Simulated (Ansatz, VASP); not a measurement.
# SrTiO3 in VASP and in Ansatz

```
Sr Ti O
1.0
     3.77227    0.00000    0.00000
     0.00000    3.77227    0.00000
     0.00000    0.00000    3.77227
Sr Ti O
1 1 3
Direct
  0.00000 0.00000 0.00000
  0.50000 0.50000 0.50000
  0.00000 0.50000 0.50000
  0.50000 0.00000 0.50000
  0.50000 0.50000 0.00000
```

Alike in both runs: task single point; functional PBE; k mesh 8 × 8 × 8; occupations gaussian, width 0.02 eV; no spin polarisation.

|  | VASP | Ansatz |
| --- | --- | --- |
| version | VASP 6.6.1 | Ansatz 0.2.0 |
| potentials or method | VASP PAW PBE potentials, release 64 (Sr_sv, Ti_sv, O), cutoff 520 eV | scalar-relativistic, plane waves, PAW |
| valence electrons in the cell | 40 | 40 |

Ansatz gave:

| Item | Value |
| --- | --- |
| gap on the k mesh at the Fermi level (eV) | 2.08 |
| least direct gap on the mesh (eV) | 2.33 |

Task: What did VASP give for the same quantities?

Result: gap on the k mesh at the Fermi level (eV): 2.04; least direct gap on the mesh (eV): 2.31.
